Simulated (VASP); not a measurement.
Pb:

```
Pb
1.0
     0.00000    2.50759    2.50759
     2.50759    0.00000    2.50759
     2.50759    2.50759    0.00000
Pb
1
Direct
  0.00000 0.00000 0.00000
```

Program: VASP 6.6.1. Alike in all runs: task single point; potentials or basis VASP PAW PBE potentials, release 64 (Pb_d); cell as given.

Problem. Order these runs on this cell by their pressure, lowest first.
A. level PBE0; spin off; k mesh 6 × 6 × 6; cutoff (eV) 520; smearing fermi-dirac 0.05 eV; grid for exact exchange (PRECFOCK) Normal; share of exact exchange 0.25
B. level B3LYP5; spin off; k mesh 5 × 5 × 5; cutoff (eV) 520; smearing fermi-dirac 0.05 eV; grid for exact exchange (PRECFOCK) Normal; share of exact exchange 0.2
C. level PBEsol; spin non-collinear, zero start, SOC; k mesh 9 × 9 × 9; cutoff (eV) 520; smearing fermi-dirac 0.05 eV
D. level RPBE+D3(BJ); spin non-collinear, zero start, SOC; k mesh 7 × 7 × 7; cutoff (eV) 520; smearing methfessel-paxton 0.01 eV
E. level pbe exchange, lyp correlation; spin collinear, zero start; fixed moment (μB) 0.0; k mesh 9 × 9 × 9; cutoff (eV) 500; smearing tetrahedron

Solution. D (-16.7 GPa), C (-2.2 GPa), A (-0.2 GPa), B (1.8 GPa), E (4.2 GPa).

Caveats: some runs use coarse meshes; the PAW data sets were made with another functional, which shifts forces and pressure a little; the cell stands under pressure (at least some runs); the total moment is fixed, so each spin has its own Fermi level (at least some runs); the cell stands under tension (at least some runs).
